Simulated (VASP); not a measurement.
Wanted: the native input for a VASP 6.6.1 run.

```
Task                   : single point
Functional             : PBE
Potentials or basis    : VASP PAW PBE potentials, release 64 (P, Ga_d, As)
Cutoff                 : 500 eV
k mesh                 : 6 × 6 × 2
Occupations            : fermi-dirac, width 0.02 eV
Spin                   : no spin polarisation
Dipole correction      : no
Further INCAR settings : ALGO = Normal; EDIFF = 1e-06; NBANDS = 46
```

The structure of Ga4As3P lies in POSCAR:

```
Ga4As3P
1.0
    4.0220625088      0.0000000000      0.0000000000
    0.0000000000      4.0220625088      0.0000000000
    0.0000000000      0.0000000000     11.3478851098
P Ga As
1 4 3
Direct
    0.0000000000      0.0000000000      0.0000000000
    0.0000000000      0.5000000000      0.8818425873
    0.5000000000      0.0000000000      0.6273974467
    0.0000000000      0.5000000000      0.3726025533
    0.5000000000      0.0000000000      0.1181574127
    0.5000000000      0.5000000000      0.7545718592
    0.0000000000      0.0000000000      0.5000000000
    0.5000000000      0.5000000000      0.2454281408
```

The input as run:

INCAR

```
PREC = Accurate ; ENCUT = 500
EDIFF = 1E-6 ; ISMEAR = -1
SIGMA = 0.02 ; LREAL = False
LASPH = True ; NELM = 120
ALGO = Normal ; ISIF = 2
LWAVE = False ; LCHARG = False
GGA = PE ; NBANDS = 46
GGA_COMPAT = False
```

KPOINTS

```
Automatic mesh
0
Gamma
  6 6 2
```

Potentials or basis: VASP PAW PBE potentials, release 64 (P, Ga_d, As).

The run is started by

```bash
$ cat potpaw_PBE.64/P/POTCAR potpaw_PBE.64/Ga_d/POTCAR potpaw_PBE.64/As/POTCAR > POTCAR
$ mpirun -np 1 vasp_std > vasp.out
```

It gave:

| Item | Value |
| --- | --- |
| Pressure | 0.1 GPa |
| Largest force | 0.013 eV/Å |
| Band gap on the k mesh | 0.48 eV |

Caveat: semilocal functionals underestimate gaps, and a narrow one can read as zero.

Run time: 110 s on 1 thread of Intel(R) Xeon(R) 6975P-C (Granite Rapids), on a shared host, peak memory 0.32 GiB.
